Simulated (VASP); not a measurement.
# Pb in VASP: a series of runs

The runs below take Pb through single point, with PBEsol+D3(BJ), PBEsol.

Everything below comes from runs of VASP 6.6.1. Logs are shortened: lines on timing, memory, paths and dates and some standing lists are left out, and cuts for length are marked.

## 1. The cell of the first run

The typed cell holds 1 atom: a = 3.502 Å, b = 3.573 Å, c = 3.435 Å, α = 59.93°, β = 60.48°, γ = 59.32°.

## 2. Single point, PBEsol+D3(BJ) (the cell strained at random)

INCAR

```
  PREC = Accurate
  ENCUT = 520
  EDIFF = 1E-7
  ISMEAR = -1
  SIGMA = 0.05
  LREAL = False
  LASPH = True
  NELM = 100
  ALGO = Fast
  ISIF = 2
  LWAVE = False
  LCHARG = False
  GGA = PS
  IVDW = 12
  NBANDS = 13
```

KPOINTS

```
regular mesh
0
Gamma
  9 9 9
```

POSCAR

```
Pb
1.0
    0.0041700000      2.4297830000      2.5223430000
    2.5024310000     -0.0232720000      2.5497850000
    2.4512780000      2.4060710000      0.0278810000
Pb
1
Direct
    0.0000000000      0.0000000000      0.0000000000
```

Potentials or basis: VASP PAW PBE potentials, release 64 (Pb_d).

Run with:

```console
$ cat potpaw_PBE.64/Pb_d/POTCAR > POTCAR
$ mpirun -np 1 vasp_std > vasp.out
```

OUTCAR:

```text
PREC = Accurate
   ENCUT = 520
   EDIFF = 1E-7
   ISMEAR = -1
   LREAL = False
   LASPH = True
   NELM = 100
   ISIF = 2
   GGA = PS
   IVDW = 12
 IVDW          = 12

 ion  position               nearest neighbor table
   1  0.000  0.000  0.000-

  LATTYP: Found a triclinic cell.
 ALAT       =     3.4349263224
 B/A-ratio  =     1.4410996600
 C/A-ratio  =     1.0196131259
 COS(alpha) =     0.0026546265
 COS(beta)  =     0.4926612079
 COS(gamma) =     0.7069987636

  Lattice vectors:

 A1 = (  -2.4512780000,  -2.4060710000,  -0.0278810000)
 A2 = (  -4.9495390000,   0.0469840000,  -0.0553230000)
 A3 = (  -0.0041700000,  -2.4297830000,  -2.5223430000)

Analysis of symmetry for initial positions (statically):
=====================================================================
 Subroutine PRICEL returns:
 Original cell was already a primitive cell.

 Routine SETGRP: Setting up the symmetry group for a
 triclinic supercell.

 Subroutine GETGRP returns: Found  2 space group operations
 (whereof  2 operations were pure point group operations)
 out of a pool of  2 trial point group operations.

The static configuration has the point symmetry S_2 .

Analysis of symmetry for dynamics (positions and initial velocities):
=====================================================================
 Subroutine PRICEL returns:
 Original cell was already a primitive cell.

 Routine SETGRP: Setting up the symmetry group for a
 triclinic supercell.

 Subroutine GETGRP returns: Found  2 space group operations
 (whereof  2 operations were pure point group operations)
 out of a pool of  2 trial point group operations.

The dynamic configuration has the point symmetry S_2 .

 Subroutine INISYM returns: Found  2 space group operations
 (whereof  2 operations are pure point group operations),
 and found     1 'primitive' translations

----------------------------------------------------------------------------------------

                                     Primitive cell

  volume of cell :      30.3226

  direct lattice vectors                    reciprocal lattice vectors
     0.004170000  2.429783000  2.522343000    -0.202344679  0.203823742  0.200447090
     2.502431000 -0.023272000  2.549785000     0.197911645 -0.203902431  0.196092826
     2.451278000  2.406071000  0.027881000     0.206253041  0.207810709 -0.200525861

  length of vectors
     3.502295965  3.572688909  3.434926322     0.350237809  0.345250079  0.354874948

  position of ions in fractional coordinates (direct lattice)
     0.000000000  0.000000000  0.000000000

  ion indices of the primitive-cell ions
   primitive index   ion index
                 1           1

----------------------------------------------------------------------------------------

 KPOINTS: regular mesh

Automatic generation of k-mesh.
 Grid dimensions read from file:
 generate k-points for:    9    9    9

 Generating k-lattice:

  Cartesian coordinates                     Fractional coordinates (reciprocal lattice)
    -0.022482742  0.022647082  0.022271899     0.111111111 -0.000000000 -0.000000000
     0.021990183 -0.022655826  0.021788092    -0.000000000  0.111111111  0.000000000
     0.022917005  0.023090079 -0.022280651    -0.000000000 -0.000000000  0.111111111

  Length of vectors
     0.038915312  0.038361120  0.039430550

  Shift w.r.t. Gamma in fractional coordinates (k-lattice)
     0.000000000  0.000000000  0.000000000

 Subroutine IBZKPT returns following result:
 ===========================================

 Found    365 irreducible k-points:

 Following reciprocal coordinates:
            Coordinates               Weight
  0.000000  0.000000  0.000000      1.000000
  0.111111  0.000000  0.000000      2.000000
  0.222222  0.000000 -0.000000      2.000000
  0.333333  0.000000 -0.000000      2.000000
  0.444444  0.000000 -0.000000      2.000000
 -0.000000  0.111111 -0.000000      2.000000
[... 16 lines left out ...]
 -0.111111  0.222222  0.000000      2.000000
 -0.000000  0.333333  0.000000      2.000000
 [... further k-points ...]
   k-points           NKPTS =    365   k-points in BZ     NKDIM =    365   number of bands    NBANDS=     13
   number of dos      NEDOS =    301   number of ions     NIONS =      1
   total plane-waves  NPLWV =  21952
   dimension x,y,z NGX =    28 NGY =   28 NGZ =   28
   dimension x,y,z NGXF=    56 NGYF=   56 NGZF=   56
   ions per type =               1
   NGX,Y,Z   is equivalent  to a cutoff of  13.29, 13.03, 13.55 a.u.
   NGXF,Y,Z  is equivalent  to a cutoff of  26.58, 26.06, 27.10 a.u.
 SYSTEM =  unknown system
   PREC   = accura    normal or accurate (medium, high low for compatibility)
   ISTART =      0    job   : 0-new  1-cont  2-samecut
   ICHARG =      2    charge: 1-file 2-atom 10-const
   ISPIN  =      1    spin polarized calculation?
   LNONCOLLINEAR =      F non collinear calculations
   LSORBIT =      F    spin-orbit coupling
   LASPH  =      T    aspherical Exc in radial PAW
   ENCUT  =  520.0 eV  38.22 Ry    6.18 a.u.   6.51  6.64  6.39*2*pi/ulx,y,z
   NELM   =    100;   NELMIN=  2; NELMDL= -5     # of ELM steps
   EDIFF  = 0.1E-06   stopping-criterion for ELM
   LREAL  =      F    real-space projection
   EDIFFG = 0.1E-05   stopping-criterion for IOM
   NSW    =      0    number of steps for IOM
   IBRION =     -1    ionic relax: 0-MD 1-quasi-New 2-CG
   NFREE  =      0    steps in history (QN), initial steepest desc. (CG)
   ISIF   =      2    stress and relaxation
   ISYM   =      2    0-nonsym 1-usesym 2-fastsym
   POTIM  = 0.5000    time-step for ionic-motion
   TEBEG  =    0.0;   TEEND  =   0.0 temperature during run
   PSTRESS=    0.0 pullay stress
   NELECT =      14.0000    total number of electrons
   NUPDOWN=      -1.0000    fix difference up-down
   EMIN   =  10.00;   EMAX   =-10.00  energy-range for DOS
   EFERMI =   0.00;   METHOD = LEGACY
   ISMEAR =    -1;   SIGMA  =   0.05  broadening in eV -4-tet -1-fermi 0-gaus
   EFERMI_NEDOS =   21; number of points for ismear=-14 and -15
   IALGO  =     68    algorithm
   IMIX   =      4    mixing-type and parameters
     AMIX     =   0.40;   BMIX     =  1.00
     AMIX_MAG =   1.60;   BMIX_MAG =  1.00
  volume/ion in A,a.u.               =      30.32       204.63
  Fermi-wavevector in a.u.,A,eV,Ry     =   1.265306  2.391081 21.782907  1.600998
  Thomas-Fermi vector in A             =   2.398566
   LORBIT       =      0    0 simple, 1 ext, 2 COOP (PROOUT), +10 PAW based schemes
   GGA     = PS    functional components
   LHFCALC =     F    Hartree Fock is set to
   AEXX    =    0.0000 exact exchange contribution
   IVDW    =    12    specifies the selected vdW correction
   LEPSILON=     F    determine dielectric tensor
   LRPA    =     F    only Hartree local field effects (RPA)
 non-spin polarized calculation
 RMM-DIIS sequential band-by-band and
  energy-cutoff  :      520.00
  volume of cell :       30.32
 maximum number of plane-waves:       839
 NGX is ok and might be reduce to    28

 number of electron      13.9999999 magnetization

 Free energy of the ion-electron system (eV)
  ---------------------------------------------------
  ext. energy  EPLUGINS =         0.00000000
  ---------------------------------------------------
  free energy    TOTEN  =        -4.01327128 eV

  energy without entropy =       -4.01020453  energy(sigma->0) =       -4.01173791

 E-fermi :   6.9779     XC(G=0): -10.3413

 val. band max:        6.9770323420   @ k =   0.2222  -0.4444   0.3333
 cond. band min:       7.0262216803   @ k =  -0.4444   0.3333   0.2222
 fundamental gap:      0.0491893383
 Fermi energy:         6.9779000293

 k-point     1 :       0.0000    0.0000    0.0000
  band No.  band energies     occupation
      1      -9.9214      2.00000
      2      -9.8886      2.00000
      3      -9.8632      2.00000
      4      -9.7639      2.00000
      5      -9.7308      2.00000
      6      -4.6706      2.00000
      7      14.1697      0.00000
      8      14.5083      0.00000
      9      14.8211      0.00000
     10      16.9286      0.00000
     11      18.2910      0.00000
     12      19.3186      0.00000
     13      19.5913      0.00000

 k-point     2 :       0.1111    0.0000    0.0000
  band No.  band energies     occupation
      1      -9.9101      2.00000
      2      -9.8854      2.00000
      3      -9.8449      2.00000
      4      -9.7617      2.00000
      5      -9.7336      2.00000
      6      -4.4322      2.00000
      7      12.1453      0.00000
      8      13.9385      0.00000
      9      14.4538      0.00000
     10      16.5454      0.00000
     11      19.2177      0.00000
     12      19.8474      0.00000
     13      20.1773      0.00000

 k-point     3 :       0.2222    0.0000   -0.0000
  band No.  band energies     occupation
      1      -9.9052      2.00000
      2      -9.8797      2.00000
      3      -9.8204      2.00000
      4      -9.7332      2.00000
      5      -9.7173      2.00000
      6      -3.7185      2.00000
      7       8.6821      0.00000
      8      13.2905      0.00000
      9      13.8775      0.00000
     10      16.1920      0.00000
     11      18.6487      0.00000
     12      19.4538      0.00000
     13      20.2926      0.00000
[... 305 lines left out ...]
 k-point    23 :      -0.1111    0.2222    0.0000
  band No.  band energies     occupation
      1      -9.8977      2.00000
      2      -9.8791      2.00000
      3      -9.8161      2.00000
      4      -9.7357      2.00000
      5      -9.6842      2.00000
      6      -3.2004      2.00000
      7       7.3984      0.00045
      8      10.8806      0.00000
      9      14.3750      0.00000
     10      17.3160      0.00000
     11      18.0514      0.00000
     12      19.4574      0.00000
     13      20.4108      0.00000

 k-point    24 :      -0.0000    0.3333    0.0000
  band No.  band energies     occupation
      1      -9.9168      2.00000
      2      -9.8843      2.00000
      3      -9.8469      2.00000
      4      -9.6716      2.00000
      5      -9.6607      2.00000
      6      -2.6548      2.00000
      7       5.3893      2.00000
      8      13.0325      0.00000
      9      13.4955      0.00000
     10      16.2415      0.00000
     11      17.6752      0.00000
     12      18.8357      0.00000
     13      19.3258      0.00000

 [... further k-points ...]

------------------------ aborting loop because EDIFF is reached ----------------------------------------

 Edisp (eV)   -0.44140

 E8    (eV) :    -0.3225

  FORCE on cell =-STRESS in cart. coord.  units (eV):
  Direction    XX          YY          ZZ          XY          YZ          ZX
  --------------------------------------------------------------------------------------
  -------------------------------------------------------------------------------------
  Total      -0.56717    -0.50769    -0.65508     0.10918     0.01095    -0.13990
  in kB     -29.96785   -26.82543   -34.61313     5.76895     0.57857    -7.39187
  external pressure =      -30.47 kB  Pullay stress =        0.00 kB

 VOLUME and BASIS-vectors are now :
 -----------------------------------------------------------------------------
  energy-cutoff  :      520.00
  volume of cell :       30.32
      direct lattice vectors                 reciprocal lattice vectors
     0.004170000  2.429783000  2.522343000    -0.202344679  0.203823742  0.200447090
     2.502431000 -0.023272000  2.549785000     0.197911645 -0.203902431  0.196092826
     2.451278000  2.406071000  0.027881000     0.206253041  0.207810709 -0.200525861

 POSITION                                       TOTAL-FORCE (eV/Angst)
 -----------------------------------------------------------------------------------
      0.00000      0.00000      0.00000         0.000000      0.000000      0.000000
 -----------------------------------------------------------------------------------
    total drift:                               -0.000000     -0.000000     -0.000000

  FREE ENERGIE OF THE ION-ELECTRON SYSTEM (eV)
  ---------------------------------------------------
  free  energy   TOTEN  =        -4.4546686434 eV

  energy  without entropy=       -4.4516018955  energy(sigma->0) =       -4.45313527
```

It took 2.4 min on 1 thread of AMD EPYC 7R13 (Zen 3), shared host; peak memory 0.23 GiB.

What came out:

```yaml
Free_energy: -4.4547 eV
Pressure: -3.0 GPa
Band_gap_on_the_k_mesh: zero (band 7 reaches 14.17 eV, above the bottom of band 8 at 5.40 eV)
Dispersion_energy_per_atom: -0.441 eV
```

Levels at points of the mesh, in eV from the Fermi level:
```tsv
k point	band 5	band 6	band 7	band 8	band 9	band 10
(0.00, 0.00, 0.00)	-16.71	-11.65	7.19	7.53	7.84	9.95
```

Caveat: the cell differs from its parent crystal (the cell strained at random); the PAW data sets were made with another functional, which shifts forces and pressure a little; spin-orbit coupling is left out, which moves the levels of the heavy elements; pairwise dispersion overbinds metals, which lowers pressure and volume.

## 3. Single point, PBEsol

This run uses another cell than the first one, of the same volume but with other edges.

INCAR

```
SYSTEM = Pb
PREC     = Accurate       ! precision mode
ENCUT    = 520            ! plane-wave cutoff, eV
EDIFF    = 1E-7           ! SCF threshold, eV
ISMEAR   = 1              ! smearing method
SIGMA    = 0.05           ! smearing width, eV
LREAL    = .FALSE.        ! projectors in reciprocal space
LASPH    = .TRUE.         ! aspherical terms in the spheres
NELM     = 60             ! most SCF steps
ALGO     = Normal         ! electronic algorithm
ISIF     = 2              ! what is computed and relaxed
LWAVE    = .FALSE.        ! write WAVECAR
LCHARG   = .FALSE.        ! write CHGCAR
GGA      = PS             ! functional
NBANDS   = 13             ! bands
```

KPOINTS

```
Automatic mesh
0
G
  9 9 9
  0 0 0
```

POSCAR

```
Pb
1.0
    0.0000000000      2.4750200000      2.4750200000
    2.4750200000      0.0000000000      2.4750200000
    2.4750200000      2.4750200000      0.0000000000
Pb
1
Direct
    0.0000000000      0.0000000000      0.0000000000
```

Potentials or basis: VASP PAW PBE potentials, release 64 (Pb_d).

Run with:

```console
$ cat potpaw_PBE.64/Pb_d/POTCAR > POTCAR
$ mpirun -np 1 vasp_std > vasp.out
```

Wall time 9.5 s (1 thread of Intel Xeon Platinum 8259CL at 2.50GHz (Skylake/Cascade Lake), shared host); peak memory 0.16 GiB.

It converged, with:

* Free energy: -4.0153 eV
* Pressure: -0.7 GPa
* Band gap on the k mesh: zero (band 7 reaches 14.51 eV, above the bottom of band 8 at 5.54 eV)

Levels at points of the mesh, in eV from the Fermi level:
```
           k point  band 5  band 6  band 7  band 8  band 9  band 10
(0.00, 0.00, 0.00)  -16.70  -11.62    7.56    7.56    7.56     9.91
```

Caveat: the PAW data sets were made with another functional, which shifts forces and pressure a little; spin-orbit coupling is left out, which moves the levels of the heavy elements.

## 4. Single point, PBEsol (volume scaled by 0.94)

INCAR

```
PREC     = Accurate       # precision mode
ENCUT    = 520            # plane-wave cutoff, eV
EDIFF    = 1E-6           # SCF threshold, eV
ISMEAR   = -1             # smearing method
SIGMA    = 0.05           # smearing width, eV
LREAL    = False          # projectors in reciprocal space
LASPH    = True           # aspherical terms in the spheres
NELM     = 80             # most SCF steps
ALGO     = Normal         # electronic algorithm
ISIF     = 2              # what is computed and relaxed
LWAVE    = False          # write WAVECAR
LCHARG   = False          # write CHGCAR
GGA      = PS             # functional
NBANDS   = 13             # bands
```

KPOINTS

```
regular mesh
0
Gamma
  9 9 9
```

POSCAR

```
Pb
1.0
    0.0000000000      2.4244952108      2.4244952108
    2.4244952108      0.0000000000      2.4244952108
    2.4244952108      2.4244952108      0.0000000000
Pb
1
Direct
    0.0000000000      0.0000000000      0.0000000000
```

Run with:

```console
$ cat potpaw_PBE.64/Pb_d/POTCAR > POTCAR
$ mpirun -np 1 vasp_std > vasp.out
```

It took 5.1 s on 1 thread of Intel Xeon 6975P-C (Granite Rapids), shared host; peak memory 0.16 GiB.

It converged, with:

- Free energy: -4.0062 eV
- Pressure: 2.7 GPa
- Band gap on the k mesh: zero (band 7 reaches 15.72 eV, above the bottom of band 8 at 6.13 eV)

Levels at points of the mesh, in eV from the Fermi level:
```
           k point  band 3  band 4  band 5  band 6  band 7  band 8  band 9  band 10  band 11  band 12
(0.00, 0.00, 0.00)  -16.85  -16.68  -16.68  -12.02    8.09    8.09    8.09     9.98    12.30    13.14
```

Caveat: the PAW data sets were made with another functional, which shifts forces and pressure a little; spin-orbit coupling is left out, which moves the levels of the heavy elements.

[end of part 1 of 2]
